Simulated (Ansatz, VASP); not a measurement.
# CuO in VASP and in Ansatz

```
CELL_PARAMETERS angstrom
3.42205 0.00000 0.00000
0.00000 3.42205 0.00000
0.00000 0.00000 4.26046
ATOMIC_POSITIONS crystal
Cu 0.00000 0.50000 0.00000
Cu 0.50000 0.00000 0.50000
O 0.00000 0.00000 0.25000
O 0.00000 0.00000 0.75000
```

Alike in both runs: functional LDA; k mesh 8 × 8 × 6; occupations fermi-dirac, width 0.05 eV; no spin polarisation.

|  | VASP | Ansatz |
| --- | --- | --- |
| version | VASP 6.6.1 | Ansatz 0.2.0 |
| potentials or method | VASP PAW LDA potentials, release 64 (Cu, O) | Ansatz PAW |
| plane-wave cutoff (eV) | 520 | 420 |
| valence electrons in the cell | 34 | 50 |
| task | single point | band structure |

```csv
,VASP,Ansatz,Ansatz less VASP
gap on the k mesh at the Fermi level (eV),none,none,-
pressure (GPa),-13.4,-14.0,-0.58
"traceless stress, the component that is largest in VASP (GPa)",22.75,23.26,+0.503
```

LDA's correlation is that of Perdew and Zunger in VASP and of Perdew and Wang (1992) in Ansatz. A gap of «none» marks a metal or a gap that the smearing closes. VASP's potentials hold 34 valence electrons a cell and Ansatz's 50, so a difference there can come from the potentials and not from the codes.
